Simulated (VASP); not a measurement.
Ca:

```
CELL_PARAMETERS angstrom
0.00000 2.76271 2.76271
2.76271 0.00000 2.76271
2.76271 2.76271 0.00000
ATOMIC_POSITIONS crystal
Ca 0.00000 0.00000 0.00000
```

Base run:

* Program: VASP 6.6.1
* Functional: PBE
* Potentials or basis: VASP PAW PBE potentials, release 64 (Ca_sv)
* Cutoff: 520 eV
* k mesh: 10 × 10 × 10
* Occupations: gaussian, width 0.1 eV
* Spin: no spin polarisation

Its results: band gap on the k mesh zero (bands 5 and 6 overlap by 0.27 eV); pressure 0.0 GPa.

**Question.** The run is repeated on the same cell with these changes: occupations from gaussian, width 0.1 eV to fermi-dirac, width 0.6 eV. What comes out?

**Answer.** Band gap on the k mesh zero (bands 5 and 6 overlap by 0.32 eV); pressure 0.7 GPa.

Caveats: so wide a smearing shifts energies and pressures (at least some runs).
